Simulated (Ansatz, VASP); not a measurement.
Two plane-wave programs on Sc3B2N

```
CELL_PARAMETERS angstrom
5.31511 0.00000 0.00000
-2.65756 4.60302 0.00000
0.00000 0.00000 7.28095
ATOMIC_POSITIONS crystal
Sc 0.33333 0.66667 0.00000
Sc 0.66667 0.33333 0.00000
Sc 0.00000 0.00000 0.00000
B 0.00000 0.00000 0.68181
B 0.00000 0.00000 0.31819
N 0.00000 0.00000 0.50000
```

Alike in both runs: functional PBE; k mesh 6 × 6 × 4; occupations gaussian, width 0.1 eV; no spin polarisation.

Ansatz relaxed the structure, and its values are those at the end. VASP's run is a single point on that final structure, the one shown.

|  | VASP | Ansatz |
| --- | --- | --- |
| version | VASP 6.6.1 | Ansatz 0.2.0 |
| potentials or method | VASP PAW PBE potentials, release 64 (Sc_sv, B, N), cutoff 520 eV | scalar-relativistic, plane waves, PAW |
| valence electrons in the cell | 44 | 44 |

|  | VASP | Ansatz | Ansatz less VASP |
| --- | --- | --- | --- |
| gap on the k mesh at the Fermi level (eV) | none | none | - |
| pressure (GPa) | -0.1 | -0.1 | +0.02 |
| rms of the force components (eV/Å) | 0.015 | 0.011 | -0.0040 |

A gap of «none» marks a metal or a gap that the smearing closes.
